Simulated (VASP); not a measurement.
# S (P3_121) in VASP: a series of runs

S is run at these levels: PBEsol; tasks: single point, relaxation of cell and atoms.

Everything below comes from runs of VASP 6.6.1. Logs are shortened: lines on timing, memory, paths and dates and some standing lists are left out, and cuts for length are marked.

## (1) The cell of the first run

Symmetry: P3_121, No. 152, trigonal system. Conventional cell: a = 4.337 Å, b = 4.337 Å, c = 4.408 Å, α = 90.00°, β = 90.00°, γ = 120.00°. S (site symmetry 2) has 2 S at 2.08 Å within 2.8 Å.

## (2) Single point, PBEsol

Contents of INCAR:

```
SYSTEM = S
PREC = Accurate
ENCUT = 520
EDIFF = 1E-7
ISMEAR = 0
SIGMA = 0.1
LREAL = .False.
LASPH = .True.
NELM = 60
ALGO = Normal
ISIF = 2
LWAVE = .False.
LCHARG = .False.
GGA = PS
NBANDS = 16
```

Contents of KPOINTS:

```
regular mesh
0
Gamma
  6 6 4
  0 0 0
```

Contents of POSCAR:

```
S
1.0
    4.3368762496      0.0000000000      0.0000000000
   -2.1684381248      3.7558450052      0.0000000000
    0.0000000000      0.0000000000      4.4083283977
S
3
Direct
    0.1956405639      0.0000000000      0.3333333333
    0.0000000000      0.1956405639      0.6666666667
    0.8043594361      0.8043594361      0.0000000000
```

Potentials or basis: VASP PAW PBE potentials, release 64 (S).

Started as:

```console
$ cat potpaw_PBE.64/S/POTCAR > POTCAR
$ mpirun -np 1 vasp_std > vasp.out
```

OUTCAR:

```text
SYSTEM = S
   PREC = Accurate
   ENCUT = 520
   EDIFF = 1E-7
   ISMEAR = 0
   LREAL = .False.
   LASPH = .True.
   NELM = 60
   ISIF = 2
   GGA = PS

 ion  position               nearest neighbor table
   1  0.196  0.000  0.333-   3 2.08   2 2.08
   2  0.000  0.196  0.667-   3 2.08   1 2.08
   3  0.804  0.804  0.000-   2 2.08   1 2.08

  LATTYP: Found a hexagonal cell.
 ALAT       =     4.3368762496
 C/A-ratio  =     1.0164754870

  Lattice vectors:

 A1 = (   4.3368762496,   0.0000000000,   0.0000000000)
 A2 = (  -2.1684381248,   3.7558450052,   0.0000000000)
 A3 = (   0.0000000000,   0.0000000000,   4.4083283977)

Analysis of symmetry for initial positions (statically):
=====================================================================
 Subroutine PRICEL returns:
 Original cell was already a primitive cell.

 Routine SETGRP: Setting up the symmetry group for a
 hexagonal supercell.

 Subroutine GETGRP returns: Found  6 space group operations
 (whereof  2 operations were pure point group operations)
 out of a pool of 24 trial point group operations.

The static configuration has the point symmetry C_2 .
 The point group associated with its full space group is D_3 .

Analysis of symmetry for dynamics (positions and initial velocities):
=====================================================================
 Subroutine PRICEL returns:
 Original cell was already a primitive cell.

 Routine SETGRP: Setting up the symmetry group for a
 hexagonal supercell.

 Subroutine GETGRP returns: Found  6 space group operations
 (whereof  2 operations were pure point group operations)
 out of a pool of 24 trial point group operations.

The dynamic configuration has the point symmetry C_2 .
 The point group associated with its full space group is D_3 .

 Subroutine INISYM returns: Found  6 space group operations
 (whereof  2 operations are pure point group operations),
 and found     1 'primitive' translations

----------------------------------------------------------------------------------------

                                     Primitive cell

  volume of cell :      71.8057

  direct lattice vectors                    reciprocal lattice vectors
     4.336876250  0.000000000  0.000000000     0.230580709  0.133125834  0.000000000
    -2.168438125  3.755845005  0.000000000     0.000000000  0.266251669  0.000000000
     0.000000000  0.000000000  4.408328398     0.000000000  0.000000000  0.226843354

  length of vectors
     4.336876250  4.336876250  4.408328398     0.266251669  0.266251669  0.226843354

  position of ions in fractional coordinates (direct lattice)
     0.195640564  0.000000000  0.333333333
     0.000000000  0.195640564  0.666666667
     0.804359436  0.804359436  0.000000000

  ion indices of the primitive-cell ions
   primitive index   ion index
                 1           1
                 2           2
                 3           3

----------------------------------------------------------------------------------------

 KPOINTS: regular mesh

Automatic generation of k-mesh.
 Grid dimensions read from file:
 generate k-points for:    6    6    4

 Generating k-lattice:

  Cartesian coordinates                     Fractional coordinates (reciprocal lattice)
     0.038430118  0.022187639  0.000000000     0.166666667  0.000000000  0.000000000
     0.000000000  0.044375278  0.000000000     0.000000000  0.166666667  0.000000000
     0.000000000  0.000000000  0.056710839     0.000000000  0.000000000  0.250000000

  Length of vectors
     0.044375278  0.044375278  0.056710839

  Shift w.r.t. Gamma in fractional coordinates (k-lattice)
     0.000000000  0.000000000  0.000000000

 Subroutine IBZKPT returns following result:
 ===========================================

 Found     24 irreducible k-points:

 Following reciprocal coordinates:
            Coordinates               Weight
  0.000000  0.000000  0.000000      1.000000
  0.166667  0.000000  0.000000      6.000000
  0.333333 -0.000000  0.000000      6.000000
  0.500000 -0.000000  0.000000      3.000000
  0.166667  0.166667  0.000000      6.000000
  0.333333  0.166667  0.000000     12.000000
[... 16 lines left out ...]
  0.333333  0.166667  0.500000     12.000000
  0.333333  0.333333  0.500000      2.000000
   k-points           NKPTS =     24   k-points in BZ     NKDIM =     24   number of bands    NBANDS=     16
   number of dos      NEDOS =    301   number of ions     NIONS =      3
   total plane-waves  NPLWV =  36864
   dimension x,y,z NGX =    32 NGY =   32 NGZ =   36
   dimension x,y,z NGXF=    64 NGYF=   64 NGZF=   72
   ions per type =               3
   NGX,Y,Z   is equivalent  to a cutoff of  12.27, 12.27, 13.58 a.u.
   NGXF,Y,Z  is equivalent  to a cutoff of  24.53, 24.53, 27.15 a.u.
 SYSTEM =  S
   PREC   = accura    normal or accurate (medium, high low for compatibility)
   ISTART =      0    job   : 0-new  1-cont  2-samecut
   ICHARG =      2    charge: 1-file 2-atom 10-const
   ISPIN  =      1    spin polarized calculation?
   LNONCOLLINEAR =      F non collinear calculations
   LSORBIT =      F    spin-orbit coupling
   LASPH  =      T    aspherical Exc in radial PAW
   ENCUT  =  520.0 eV  38.22 Ry    6.18 a.u.   8.06  8.06  8.20*2*pi/ulx,y,z
   NELM   =     60;   NELMIN=  2; NELMDL= -5     # of ELM steps
   EDIFF  = 0.1E-06   stopping-criterion for ELM
   LREAL  =      F    real-space projection
   EDIFFG = 0.1E-05   stopping-criterion for IOM
   NSW    =      0    number of steps for IOM
   IBRION =     -1    ionic relax: 0-MD 1-quasi-New 2-CG
   NFREE  =      0    steps in history (QN), initial steepest desc. (CG)
   ISIF   =      2    stress and relaxation
   ISYM   =      2    0-nonsym 1-usesym 2-fastsym
   POTIM  = 0.5000    time-step for ionic-motion
   TEBEG  =    0.0;   TEEND  =   0.0 temperature during run
   PSTRESS=    0.0 pullay stress
   NELECT =      18.0000    total number of electrons
   NUPDOWN=      -1.0000    fix difference up-down
   EMIN   =  10.00;   EMAX   =-10.00  energy-range for DOS
   EFERMI =   0.00;   METHOD = LEGACY
   ISMEAR =     0;   SIGMA  =   0.10  broadening in eV -4-tet -1-fermi 0-gaus
   EFERMI_NEDOS =   21; number of points for ismear=-14 and -15
   IALGO  =     38    algorithm
   IMIX   =      4    mixing-type and parameters
     AMIX     =   0.40;   BMIX     =  1.00
     AMIX_MAG =   1.60;   BMIX_MAG =  1.00
  volume/ion in A,a.u.               =      23.94       161.52
  Fermi-wavevector in a.u.,A,eV,Ry     =   1.032237  1.950645 14.497190  1.065513
  Thomas-Fermi vector in A             =   2.166425
   LORBIT       =      0    0 simple, 1 ext, 2 COOP (PROOUT), +10 PAW based schemes
   GGA     = PS    functional components
   LHFCALC =     F    Hartree Fock is set to
   AEXX    =    0.0000 exact exchange contribution
   IVDW    =     0    specifies the selected vdW correction
   LEPSILON=     F    determine dielectric tensor
   LRPA    =     F    only Hartree local field effects (RPA)
 non-spin polarized calculation
 Gauss-broadening in eV      SIGMA  =   0.10
  energy-cutoff  :      520.00
  volume of cell :       71.81
 maximum number of plane-waves:      1948
   NGX = 17   NGY = 17   NGZ = 17

 number of electron      18.0000001 magnetization

 Free energy of the ion-electron system (eV)
  ---------------------------------------------------
  ext. energy  EPLUGINS =         0.00000000
  ---------------------------------------------------
  free energy    TOTEN  =       -13.06380045 eV

  energy without entropy =      -13.06380045  energy(sigma->0) =      -13.06380045

 E-fermi :   3.3289     XC(G=0):  -8.8149

 val. band max:        2.8985611111   @ k =   0.5000  -0.0000   0.5000
 cond. band min:       4.7035476746   @ k =   0.0000   0.0000   0.5000
 fundamental gap:      1.8049865635
 Fermi energy:         3.3289344690

 k-point     1 :       0.0000    0.0000    0.0000
  band No.  band energies     occupation
      1     -13.8229      2.00000
      2      -8.6050      2.00000
      3      -8.6050      2.00000
      4      -1.6987      2.00000
      5      -1.6987      2.00000
      6      -1.2002      2.00000
[... 8 lines left out ...]
     15       9.6181      0.00000
     16      11.3918      0.00000

 k-point     2 :       0.1667    0.0000    0.0000
  band No.  band energies     occupation
      1     -13.7598      2.00000
      2      -8.6850      2.00000
      3      -8.5992      2.00000
      4      -2.2386      2.00000
      5      -1.8784      2.00000
      6      -0.8787      2.00000
[... 8 lines left out ...]
     15      10.4996      0.00000
     16      11.3526      0.00000

 k-point     3 :       0.3333   -0.0000    0.0000
  band No.  band energies     occupation
      1     -13.6252      2.00000
      2      -8.8644      2.00000
      3      -8.5877      2.00000
      4      -2.7338      2.00000
      5      -2.1418      2.00000
      6      -0.7266      2.00000
[... 8 lines left out ...]
     15      11.3417      0.00000
     16      11.9981      0.00000

 k-point     4 :       0.5000   -0.0000    0.0000
  band No.  band energies     occupation
      1     -13.5531      2.00000
      2      -8.9641      2.00000
      3      -8.5820      2.00000
      4      -2.8892      2.00000
      5      -2.2488      2.00000
      6      -0.6703      2.00000
[... 8 lines left out ...]
     15      11.3756      0.00000
     16      12.0083      0.00000

 k-point     5 :       0.1667    0.1667    0.0000
  band No.  band energies     occupation
      1     -13.6602      2.00000
      2      -8.7928      2.00000
      3      -8.6156      2.00000
      4      -2.5872      2.00000
      5      -2.1932      2.00000
      6      -0.6077      2.00000
[... 8 lines left out ...]
     15      11.0775      0.00000
     16      11.6671      0.00000

 k-point     6 :       0.3333    0.1667    0.0000
  band No.  band energies     occupation
      1     -13.5539      2.00000
      2      -8.8996      2.00000
      3      -8.6500      2.00000
      4      -2.8081      2.00000
      5      -2.4234      2.00000
      6      -0.4091      2.00000
[... 8 lines left out ...]
     15      11.2727      0.00000
     16      12.3910      0.00000

 k-point     7 :       0.3333    0.3333    0.0000
  band No.  band energies     occupation
      1     -13.5176      2.00000
      2      -8.8019      2.00000
      3      -8.8019      2.00000
      4      -2.7014      2.00000
      5      -2.7014      2.00000
      6       0.0202      2.00000
[... 8 lines left out ...]
     15      10.9466      0.00000
     16      12.8470      0.00000

 k-point     8 :       0.0000    0.0000    0.2500
  band No.  band energies     occupation
      1     -13.4505      2.00000
      2     -10.6688      2.00000
      3      -6.5783      2.00000
      4      -2.4442      2.00000
      5      -1.5567      2.00000
      6      -1.1202      2.00000
[... 8 lines left out ...]
     15      10.2575      0.00000
     16      10.8354      0.00000

 k-point     9 :       0.1667    0.0000    0.2500
  band No.  band energies     occupation
      1     -13.3901      2.00000
      2     -10.6438      2.00000
      3      -6.7311      2.00000
      4      -2.6272      2.00000
      5      -1.9672      2.00000
      6      -0.8849      2.00000
[... 8 lines left out ...]
     15      10.3819      0.00000
     16      11.0928      0.00000
[... 172 lines left out ...]
 k-point    19 :       0.1667    0.0000    0.5000
  band No.  band energies     occupation
      1     -12.3198      2.00000
      2     -12.3060      2.00000
      3      -5.6383      2.00000
      4      -3.4466      2.00000
      5      -1.4790      2.00000
      6      -1.4194      2.00000
[... 8 lines left out ...]
     15      11.2751      0.00000
     16      11.6451      0.00000

 k-point    20 :       0.3333   -0.0000    0.5000
  band No.  band energies     occupation
      1     -12.2301      2.00000
      2     -12.1846      2.00000
      3      -6.1016      2.00000
      4      -3.7022      2.00000
      5      -1.9095      2.00000
      6      -1.7162      2.00000
[... 8 lines left out ...]
     15      11.3989      0.00000
     16      11.9882      0.00000

 k-point    21 :       0.5000   -0.0000    0.5000
  band No.  band energies     occupation
      1     -12.1837      2.00000
      2     -12.1200      2.00000
      3      -6.3192      2.00000
      4      -3.8395      2.00000
      5      -2.0835      2.00000
      6      -1.8396      2.00000
[... 8 lines left out ...]
     15      11.5314      0.00000
     16      12.0681      0.00000

 k-point    22 :       0.1667    0.1667    0.5000
  band No.  band energies     occupation
      1     -12.2493      2.00000
      2     -12.2198      2.00000
      3      -5.9839      2.00000
      4      -3.6256      2.00000
      5      -1.7854      2.00000
      6      -1.7569      2.00000
[... 8 lines left out ...]
     15      11.4838      0.00000
     16      11.8552      0.00000

 k-point    23 :       0.3333    0.1667    0.5000
  band No.  band energies     occupation
      1     -12.1733      2.00000
      2     -12.1314      2.00000
      3      -6.2995      2.00000
      4      -3.8033      2.00000
      5      -2.1340      2.00000
      6      -2.0185      2.00000
[... 8 lines left out ...]
     15      11.4415      0.00000
     16      12.4583      0.00000

 k-point    24 :       0.3333    0.3333    0.5000
  band No.  band energies     occupation
      1     -12.1246      2.00000
      2     -12.1246      2.00000
      3      -6.3828      2.00000
      4      -3.8300      2.00000
      5      -2.2588      2.00000
      6      -2.2588      2.00000
[... 8 lines left out ...]
     15      11.9295      0.00000
     16      11.9295      0.00000

------------------------ aborting loop because EDIFF is reached ----------------------------------------

  FORCE on cell =-STRESS in cart. coord.  units (eV):
  Direction    XX          YY          ZZ          XY          YZ          ZX
  --------------------------------------------------------------------------------------
  -------------------------------------------------------------------------------------
  Total       -0.0584811     -0.0584811     -0.2950693      0.0000000      0.0000000     -0.0000000
  in kB       -1.3048703     -1.3048703     -6.5837896      0.0000000      0.0000000     -0.0000000
  external PRESSURE =      -3.0645101 kB  Pullay stress =       0.0000000 kB

 VOLUME and BASIS-vectors are now :
 -----------------------------------------------------------------------------
  energy-cutoff  :      520.00
  volume of cell :       71.81
      direct lattice vectors                 reciprocal lattice vectors
     4.336876250  0.000000000  0.000000000     0.230580709  0.133125834  0.000000000
    -2.168438125  3.755845005  0.000000000     0.000000000  0.266251669  0.000000000
     0.000000000  0.000000000  4.408328398     0.000000000  0.000000000  0.226843354

 POSITION                                       TOTAL-FORCE (eV/Angst)
 -----------------------------------------------------------------------------------
      0.84847      0.00000      1.46944        -0.102164      0.000000      0.000000
     -0.42423      0.73480      2.93889         0.051082     -0.088477      0.000000
      1.74420      3.02105      0.00000         0.051082      0.088477      0.000000
 -----------------------------------------------------------------------------------
    total drift:                                0.000000      0.000000     -0.000000

  FREE ENERGIE OF THE ION-ELECTRON SYSTEM (eV)
  ---------------------------------------------------
  free  energy   TOTEN  =       -13.0638004539 eV

  energy  without entropy=      -13.0638004539  energy(sigma->0) =      -13.06380045
```

Wall time 24 s (1 thread of Intel Xeon Platinum 8375C at 2.90GHz (Ice Lake), shared host); peak memory 0.18 GiB.

What came out:

```yaml
Free_energy: -13.0638 eV
Pressure: -0.3 GPa
Largest_force: 0.102 eV/Å
Band_gap_on_the_k_mesh: 1.80 eV, indirect (least direct gap 2.18 eV)
```

Forces in eV/Å, atoms in the order of the input:
```
S   -0.102  0.000  0.000
S    0.051 -0.088  0.000
S    0.051  0.088  0.000
```

Levels at points of the mesh, in eV from the valence-band top:
```tsv
k point	band 6	band 7	band 8	band 9	band 10	band 11	band 12	band 13
(0.00, 0.00, 0.00)	-4.10	-2.68	-2.68	-0.45	2.90	2.97	2.97	6.26
(0.50, 0.00, 0.00)	-3.57	-2.76	-2.34	-0.99	2.80	3.40	4.53	6.29
(0.00, 0.00, 0.50)	-4.12	-1.69	-1.69	-1.05	1.80	1.88	1.88	6.51
(0.50, 0.00, 0.50)	-4.74	-1.63	-1.21	0.00	2.18	2.76	3.71	6.53
```

Caveat: the PAW data sets were made with another functional, which shifts forces and pressure a little.

## (3) Single point, PBEsol

This run uses another cell than the first one, of 28.26 Å³/atom, 1.181 times its volume.

Contents of INCAR:

```
  PREC = Accurate
  ENCUT = 520
  EDIFF = 1E-6
  ISMEAR = 0
  SIGMA = 0.1
  LREAL = F
  LASPH = T
  NELM = 80
  ALGO = Normal
  ISIF = 2
  LWAVE = F
  LCHARG = F
  GGA = PS
  NBANDS = 16
```

Contents of KPOINTS:

```
Automatic mesh
0
Gamma
  6 6 4
```

Contents of POSCAR:

```
S
1.0
    4.4186788847      0.0000000000      0.0000000000
   -2.2093394424      3.8266881653      0.0000000000
    0.0000000000      0.0000000000      5.0131391094
S
3
Direct
    0.2254000000      0.0000000000      0.3333333333
    0.0000000000      0.2254000000      0.6666666667
    0.7746000000      0.7746000000      0.0000000000
```

Potentials or basis: VASP PAW PBE potentials, release 64 (S).

Started as:

```console
$ cat potpaw_PBE.64/S/POTCAR > POTCAR
$ mpirun -np 1 vasp_std > vasp.out
```

It took 37 s on 1 thread of Intel Xeon Platinum 8375C at 2.90GHz (Ice Lake), shared host; peak memory 0.2 GiB.

It converged, with:

* Free energy: -11.5375 eV
* Pressure: -12.7 GPa
* Largest force: 2.658 eV/Å
* Band gap on the k mesh: 0.94 eV, indirect (least direct gap 1.09 eV)

Forces on the atoms (eV/Å):
```
S   -2.658  0.000  0.000
S    1.329 -2.302  0.000
S    1.329  2.302  0.000
```

Stress tensor (GPa, compression positive):
```
-10.31   0.00   0.00
  0.00 -10.31   0.00
  0.00   0.00 -17.33
```

Levels at points of the mesh, in eV from the valence-band top:
| k point | band 5 | band 6 | band 7 | band 8 | band 9 | band 10 | band 11 | band 12 | band 13 | band 14 |
| --- | --- | --- | --- | --- | --- | --- | --- | --- | --- | --- |
| (0.00, 0.00, 0.00) | -3.23 | -2.91 | -1.33 | -1.33 | -0.16 | 1.62 | 1.62 | 1.96 | 6.70 | 7.38 |
| (0.50, 0.00, 0.00) | -3.81 | -2.63 | -2.13 | -1.27 | -0.62 | 1.77 | 2.02 | 3.05 | 6.32 | 8.14 |
| (0.00, 0.00, 0.50) | -2.74 | -2.74 | -0.94 | -0.94 | -0.68 | 1.23 | 1.31 | 1.31 | 7.31 | 8.20 |
| (0.50, 0.00, 0.50) | -3.52 | -3.37 | -1.24 | -0.85 | 0.00 | 1.37 | 2.28 | 2.36 | 6.93 | 8.41 |

Caveat: the PAW data sets were made with another functional, which shifts forces and pressure a little. A k mesh can miss the band edges.

(Continued in part 2 of 2.)
